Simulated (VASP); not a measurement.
# Ru (P6_3/mmc) in VASP: settings compared

Ru is run at these levels: revPBE+D3(BJ), PBE+D4, LDA; tasks: relaxation of cell and atoms, single point.

Program: VASP 6.6.1. These are calculated values, not measurements. Logs are shortened: lines on timing, memory, paths and dates and some standing lists are left out, and cuts for length are marked.

## Step 1: The cell of the first run

It takes space group P6_3/mmc (No. 194, hexagonal). The conventional cell has a = 2.706 Å, b = 2.706 Å, c = 4.282 Å, α = 90.00°, β = 90.00°, γ = 120.00°. Within 3.5 Å of Ru (site symmetry -6m2) lie 12 Ru at 2.65 to 2.71 Å.

## Step 2: Relaxation of cell and atoms, revPBE+D3(BJ)

INCAR

```
PREC     = Accurate       # precision mode
ENCUT    = 600            # plane-wave cutoff, eV
EDIFF    = 1E-7           # SCF threshold, eV
ISMEAR   = -1             # smearing method
SIGMA    = 0.05           # smearing width, eV
LREAL    = False          # projectors in reciprocal space
LASPH    = True           # aspherical terms in the spheres
NELM     = 60             # most SCF steps
ALGO     = Normal         # electronic algorithm
ISIF     = 3              # what is computed and relaxed
LWAVE    = False          # write WAVECAR
LCHARG   = False          # write CHGCAR
GGA      = RE             # functional
IVDW     = 12             # dispersion correction
IBRION   = 2              # ionic algorithm
NSW      = 80             # ionic steps
EDIFFG   = -0.01          # ionic threshold
```

KPOINTS

```
Automatic mesh
0
Gamma
  11 11 6
```

POSCAR

```
Ru
1.0
    2.7058000000      0.0000000000      0.0000000000
   -1.3529000000      2.3432915376      0.0000000000
    0.0000000000      0.0000000000      4.2819000000
Ru
2
Direct
    0.6666666667      0.3333333333      0.7500000000
    0.3333333333      0.6666666667      0.2500000000
```

Potentials or basis: VASP PAW PBE potentials, release 64 (Ru_pv).

On the command line:

```bash
$ cat potpaw_PBE.64/Ru_pv/POTCAR > POTCAR
$ mpirun -np 1 vasp_std > vasp.out
```

OUTCAR:

```text
PREC = Accurate
   ENCUT = 600
   EDIFF = 1E-7
   ISMEAR = -1
   LREAL = False
   LASPH = True
   NELM = 60
   ISIF = 3
   GGA = RE
   IVDW = 12
   IBRION = 2
   NSW = 80
   EDIFFG = -0.01
 IVDW          = 12

 ion  position               nearest neighbor table
   1  0.667  0.333  0.750-   2 2.65   2 2.65   2 2.65   2 2.65   2 2.65   2 2.65
   2  0.333  0.667  0.250-   1 2.65   1 2.65   1 2.65   1 2.65   1 2.65   1 2.65

  LATTYP: Found a hexagonal cell.
 ALAT       =     2.7058000000
 C/A-ratio  =     1.5824894671

  Lattice vectors:

 A1 = (   2.7058000000,   0.0000000000,   0.0000000000)
 A2 = (  -1.3529000000,   2.3432915376,   0.0000000000)
 A3 = (   0.0000000000,   0.0000000000,   4.2819000000)

Analysis of symmetry for initial positions (statically):
=====================================================================
 Subroutine PRICEL returns:
 Original cell was already a primitive cell.

 Routine SETGRP: Setting up the symmetry group for a
 hexagonal supercell.

 Subroutine GETGRP returns: Found 24 space group operations
 (whereof 12 operations were pure point group operations)
 out of a pool of 24 trial point group operations.

The static configuration has the point symmetry D_3d.
 The point group associated with its full space group is D_6h.

Analysis of symmetry for dynamics (positions and initial velocities):
=====================================================================
 Subroutine PRICEL returns:
 Original cell was already a primitive cell.

 Routine SETGRP: Setting up the symmetry group for a
 hexagonal supercell.

 Subroutine GETGRP returns: Found 24 space group operations
 (whereof 12 operations were pure point group operations)
 out of a pool of 24 trial point group operations.

The dynamic configuration has the point symmetry D_3d.
 The point group associated with its full space group is D_6h.

 Subroutine INISYM returns: Found 24 space group operations
 (whereof 12 operations are pure point group operations),
 and found     1 'primitive' translations

----------------------------------------------------------------------------------------

                                     Primitive cell

  volume of cell :      27.1493

  direct lattice vectors                    reciprocal lattice vectors
     2.705800000  0.000000000  0.000000000     0.369576465  0.213375072  0.000000000
    -1.352900000  2.343291538  0.000000000     0.000000000  0.426750144  0.000000000
     0.000000000  0.000000000  4.281900000     0.000000000  0.000000000  0.233541185

  length of vectors
     2.705800000  2.705800000  4.281900000     0.426750144  0.426750144  0.233541185

  position of ions in fractional coordinates (direct lattice)
     0.666666667  0.333333333  0.750000000
     0.333333333  0.666666667  0.250000000

  ion indices of the primitive-cell ions
   primitive index   ion index
                 1           1
                 2           2

----------------------------------------------------------------------------------------

 KPOINTS: Automatic mesh

Automatic generation of k-mesh.
 Grid dimensions read from file:
 generate k-points for:   11   11    6

 Generating k-lattice:

  Cartesian coordinates                     Fractional coordinates (reciprocal lattice)
     0.033597860  0.019397734  0.000000000     0.090909091  0.000000000  0.000000000
     0.000000000  0.038795468  0.000000000     0.000000000  0.090909091  0.000000000
     0.000000000  0.000000000  0.038923531     0.000000000  0.000000000  0.166666667

  Length of vectors
     0.038795468  0.038795468  0.038923531

  Shift w.r.t. Gamma in fractional coordinates (k-lattice)
     0.000000000  0.000000000  0.000000000

 Subroutine IBZKPT returns following result:
 ===========================================

 Found     64 irreducible k-points:

 Following reciprocal coordinates:
            Coordinates               Weight
  0.000000  0.000000  0.000000      1.000000
  0.090909  0.000000  0.000000      6.000000
  0.181818  0.000000  0.000000      6.000000
  0.272727  0.000000  0.000000      6.000000
  0.363636  0.000000  0.000000      6.000000
  0.454545  0.000000  0.000000      6.000000
[... 16 lines left out ...]
  0.090909  0.090909  0.166667     12.000000
  0.181818  0.090909  0.166667     24.000000
 [... further k-points ...]
   k-points           NKPTS =     64   k-points in BZ     NKDIM =     64   number of bands    NBANDS=     18
   number of dos      NEDOS =    301   number of ions     NIONS =      2
   total plane-waves  NPLWV =  20736
   dimension x,y,z NGX =    24 NGY =   24 NGZ =   36
   dimension x,y,z NGXF=    48 NGYF=   48 NGZF=   72
   ions per type =               2
   NGX,Y,Z   is equivalent  to a cutoff of  14.75, 14.75, 13.98 a.u.
   NGXF,Y,Z  is equivalent  to a cutoff of  29.49, 29.49, 27.95 a.u.
 SYSTEM =  unknown system
   PREC   = accura    normal or accurate (medium, high low for compatibility)
   ISTART =      0    job   : 0-new  1-cont  2-samecut
   ICHARG =      2    charge: 1-file 2-atom 10-const
   ISPIN  =      1    spin polarized calculation?
   LNONCOLLINEAR =      F non collinear calculations
   LSORBIT =      F    spin-orbit coupling
   LASPH  =      T    aspherical Exc in radial PAW
   ENCUT  =  600.0 eV  44.10 Ry    6.64 a.u.   5.40  5.40  8.55*2*pi/ulx,y,z
   NELM   =     60;   NELMIN=  2; NELMDL= -5     # of ELM steps
   EDIFF  = 0.1E-06   stopping-criterion for ELM
   LREAL  =      F    real-space projection
   EDIFFG = -.1E-01   stopping-criterion for IOM
   NSW    =     80    number of steps for IOM
   IBRION =      2    ionic relax: 0-MD 1-quasi-New 2-CG
   NFREE  =      1    steps in history (QN), initial steepest desc. (CG)
   ISIF   =      3    stress and relaxation
   ISYM   =      2    0-nonsym 1-usesym 2-fastsym
   POTIM  = 0.5000    time-step for ionic-motion
   TEBEG  =    0.0;   TEEND  =   0.0 temperature during run
   PSTRESS=    0.0 pullay stress
   NELECT =      28.0000    total number of electrons
   NUPDOWN=      -1.0000    fix difference up-down
   EMIN   =  10.00;   EMAX   =-10.00  energy-range for DOS
   EFERMI =   0.00;   METHOD = LEGACY
   ISMEAR =    -1;   SIGMA  =   0.05  broadening in eV -4-tet -1-fermi 0-gaus
   EFERMI_NEDOS =   21; number of points for ismear=-14 and -15
   IALGO  =     38    algorithm
   IMIX   =      4    mixing-type and parameters
     AMIX     =   0.40;   BMIX     =  1.00
     AMIX_MAG =   1.60;   BMIX_MAG =  1.00
  volume/ion in A,a.u.               =      13.57        91.61
  Fermi-wavevector in a.u.,A,eV,Ry     =   1.654022  3.125649 37.222674  2.735789
  Thomas-Fermi vector in A             =   2.742361
   LORBIT       =      0    0 simple, 1 ext, 2 COOP (PROOUT), +10 PAW based schemes
   GGA     = RE    functional components
   LHFCALC =     F    Hartree Fock is set to
   AEXX    =    0.0000 exact exchange contribution
   IVDW    =    12    specifies the selected vdW correction
   LEPSILON=     F    determine dielectric tensor
   LRPA    =     F    only Hartree local field effects (RPA)
 conjugate gradient relaxation of ions
 non-spin polarized calculation
  energy-cutoff  :      600.00
  volume of cell :       27.15
 maximum number of plane-waves:       935
 NGX is ok and might be reduce to    24
   NGX = 11   NGY = 11   NGZ = 17

--------------------------------------- Ionic step        1  -------------------------------------------

 number of electron      28.0000002 magnetization

 Free energy of the ion-electron system (eV)
  ---------------------------------------------------
  ext. energy  EPLUGINS =         0.00000000
  ---------------------------------------------------
  free energy    TOTEN  =       -17.43119227 eV

  energy without entropy =      -17.41440282  energy(sigma->0) =      -17.42279754

------------------------ aborting loop because EDIFF is reached ----------------------------------------

 Edisp (eV)   -2.36244

 E8    (eV) :    -1.6874

  FORCE on cell =-STRESS in cart. coord.  units (eV):
  Direction    XX          YY          ZZ          XY          YZ          ZX
  --------------------------------------------------------------------------------------
  -------------------------------------------------------------------------------------
  Total      -1.18419    -1.18419    -1.17922    -0.00000     0.00000    -0.00000
  in kB     -69.88316   -69.88316   -69.59020    -0.00000     0.00000    -0.00000
  external pressure =      -69.79 kB  Pullay stress =        0.00 kB

 VOLUME and BASIS-vectors are now :
 -----------------------------------------------------------------------------
  energy-cutoff  :      600.00
  volume of cell :       27.15
      direct lattice vectors                 reciprocal lattice vectors
     2.705800000  0.000000000  0.000000000     0.369576465  0.213375072  0.000000000
    -1.352900000  2.343291538  0.000000000     0.000000000  0.426750144  0.000000000
     0.000000000  0.000000000  4.281900000     0.000000000  0.000000000  0.233541185
[... 281 lines left out ...]
 POSITION                                       TOTAL-FORCE (eV/Angst)
 -----------------------------------------------------------------------------------
      1.34241      0.77504      3.19116        -0.000000     -0.000000      0.000000
     -0.00000      1.55008      1.06372         0.000000      0.000000      0.000000
 -----------------------------------------------------------------------------------
    total drift:                               -0.000000      0.000000     -0.000000

  FREE ENERGIE OF THE ION-ELECTRON SYSTEM (eV)
  ---------------------------------------------------
  free  energy   TOTEN  =       -19.8064824869 eV

  energy  without entropy=      -19.7902562716  energy(sigma->0) =      -19.79836938

--------------------------------------- Ionic step        9  -------------------------------------------

 number of electron      27.9999996 magnetization

 Free energy of the ion-electron system (eV)
  ---------------------------------------------------
  ext. energy  EPLUGINS =         0.00000000
  ---------------------------------------------------
  free energy    TOTEN  =       -17.39020702 eV

  energy without entropy =      -17.37396571  energy(sigma->0) =      -17.38208636

 E-fermi :  13.2247     XC(G=0): -14.2024

 val. band max:       13.2065381193   @ k =   0.2727   0.0000   0.0000
 cond. band min:      13.2346672930   @ k =   0.2727   0.1818   0.0000
 fundamental gap:      0.0281291737
 Fermi energy:        13.2246844061

 k-point     1 :       0.0000    0.0000    0.0000
  band No.  band energies     occupation
      1     -30.4410      2.00000
      2     -29.4408      2.00000
      3     -29.4408      2.00000
      4     -29.2601      2.00000
      5     -29.2601      2.00000
      6     -29.2171      2.00000
[... 10 lines left out ...]
     17      14.5124      0.00000
     18      14.6087      0.00000
[... 463 lines left out ...]
 k-point    24 :       0.1818    0.0909    0.1667
  band No.  band energies     occupation
      1     -30.2183      2.00000
      2     -29.7605      2.00000
      3     -29.7086      2.00000
      4     -29.5403      2.00000
      5     -29.3593      2.00000
      6     -29.3237      2.00000
[... 10 lines left out ...]
     17      14.8457      0.00000
     18      19.0805      0.00000

 [... further k-points ...]

------------------------ aborting loop because EDIFF is reached ----------------------------------------

 Edisp (eV)   -2.41628

 E8    (eV) :    -1.7262

  FORCE on cell =-STRESS in cart. coord.  units (eV):
  Direction    XX          YY          ZZ          XY          YZ          ZX
  --------------------------------------------------------------------------------------
  -------------------------------------------------------------------------------------
  Total       0.00267     0.00267     0.00265    -0.00000     0.00000    -0.00000
  in kB       0.16100     0.16100     0.15973    -0.00000     0.00000    -0.00000
  external pressure =        0.16 kB  Pullay stress =        0.00 kB

 VOLUME and BASIS-vectors are now :
 -----------------------------------------------------------------------------
  energy-cutoff  :      600.00
  volume of cell :       26.57
      direct lattice vectors                 reciprocal lattice vectors
     2.685529492 -0.000000000 -0.000000000     0.372366047  0.214985637  0.000000000
    -1.342764746  2.325736763 -0.000000000     0.000000000  0.429971274  0.000000000
    -0.000000000 -0.000000000  4.254395579     0.000000000  0.000000000  0.235051015

 POSITION                                       TOTAL-FORCE (eV/Angst)
 -----------------------------------------------------------------------------------
      1.34276      0.77525      3.19080         0.000000     -0.000000      0.000000
     -0.00000      1.55049      1.06360        -0.000000      0.000000      0.000000
 -----------------------------------------------------------------------------------
    total drift:                               -0.000000      0.000000     -0.000000

  FREE ENERGIE OF THE ION-ELECTRON SYSTEM (eV)
  ---------------------------------------------------
  free  energy   TOTEN  =       -19.8064905148 eV

  energy  without entropy=      -19.7902492056  energy(sigma->0) =      -19.79836986

 reached required accuracy - stopping structural energy minimisation
```

It took 3.4 min on 1 thread of Intel Xeon 8259CL, shared host; peak memory 0.2 GiB.

What came out:

```yaml
Free_energy: -19.8065 eV
Relaxed_volume: 13.29 Å³/atom
Relaxed_cell: a = 2.686 Å, b = 2.686 Å, c = 4.254 Å, α = 90.00°, β = 90.00°, γ = 120.00°
Space_group_after_relaxing_to_0.1_Å: P6_3/mmc (No. 194)
Energy_gained_by_relaxing: 6.4 meV/atom
Ionic_steps: 9
Pressure_after_relaxing: 0.0 GPa
Band_gap_on_the_k_mesh: zero (bands 14 and 15 overlap by 3.16 eV)
Dispersion_energy_per_atom: -1.208 eV
```

The path:
| step | energy change (eV) | largest force (eV/Å) | pressure (GPa) | volume (Å³) |
| --- | --- | --- | --- | --- |
| 1 | 0.0000 | 0.0000 | -6.98 | 27.15 |
| 2 | 0.1168 | 0.0000 | 26.33 | 24.89 |
| 3 | -0.0128 | 0.0000 | -0.19 | 26.59 |
| 4 | -0.0128 | 0.0000 | -0.02 | 26.58 |
| 5 | -0.0128 | 0.0000 | 0.13 | 26.56 |
| 6 | -0.0128 | 0.0000 | -0.36 | 26.60 |
| 7 | -0.0129 | 0.0000 | -0.10 | 26.58 |
| 8 | -0.0128 | 0.0000 | 0.14 | 26.56 |
| 9 | -0.0129 | 0.0000 | 0.02 | 26.57 |

Final structure:
```
Ru
1.0
     2.68553    0.00000    0.00000
    -1.34276    2.32574    0.00000
     0.00000    0.00000    4.25440
Ru
2
Direct
  0.66667 0.33333 0.75000
  0.33333 0.66667 0.25000
```

Levels at points of the mesh, in eV from the Fermi level:
```tsv
k point	band 11	band 12	band 13	band 14	band 15	band 16	band 17	band 18
(0.00, 0.00, 0.00)	-2.44	-1.91	-1.91	-1.36	-1.36	1.29	1.29	1.38
(0.00, 0.00, 0.50)	-2.78	-2.78	-2.71	-2.71	0.63	0.63	0.63	0.63
```

Caveat: the dispersion term is far too large for a dense solid, which distorts pressure and volume; the PAW data sets were made with another functional, which shifts forces and pressure a little.

(Continued in part 2 of 2.)

The gap in the log of VASP goes by the Fermi energy; the results here count the filled bands.